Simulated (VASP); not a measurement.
Set up this calculation in VASP 6.6.1, as the native input.

| Property | Result |
| --- | --- |
| Task | single point |
| Functional | PBE |
| Potentials or basis | VASP PAW PBE potentials, release 64 (In_d) |
| Cutoff | 520 eV |
| k mesh | 11 × 11 × 11 |
| Occupations | fermi-dirac, width 0.1 eV |
| Spin | no spin polarisation |
| Dipole correction | no |
| Further INCAR settings | ALGO = Normal; EDIFF = 1e-06; NBANDS = 20 |

The structure of In lies in POSCAR:

```
In
1.0
    0.0000000000      3.3137907493      3.3137907493
    3.3137907493      0.0000000000      3.3137907493
    3.3137907493      3.3137907493      0.0000000000
In
2
Direct
   -0.1250000000     -0.1250000000     -0.1250000000
    0.1250000000      0.1250000000      0.1250000000
```

This cell differs from its parent crystal: volume scaled by 0.95.

These files were run (other wordings do the same):

INCAR

```
ALGO = Normal
EDIFF = 1E-6
ENCUT = 520
GGA = PE
ISIF = 2
ISMEAR = -1
LASPH = True
LCHARG = False
LREAL = False
LWAVE = False
NBANDS = 20
NELM = 100
PREC = Accurate
SIGMA = 0.1
```

KPOINTS

```
k-points
0
Gamma
  11 11 11
```

Potentials or basis: VASP PAW PBE potentials, release 64 (In_d).

Launch:

```console
$ cat potpaw_PBE.64/In_d/POTCAR > POTCAR
$ mpirun -np 1 vasp_std > vasp.out
```

Results of the run:

The pressure is 1.2 GPa and the band gap on the k mesh is zero (band 13 reaches 6.33 eV, above the bottom of band 14 at 3.12 eV).

Caveat: spin-orbit coupling is left out, which moves the levels of the heavy elements.

Wall time 2 min on 1 thread of AMD EPYC 7R43 64-Core Processor (Zen 3), on a shared host, peak memory 0.19 GiB.
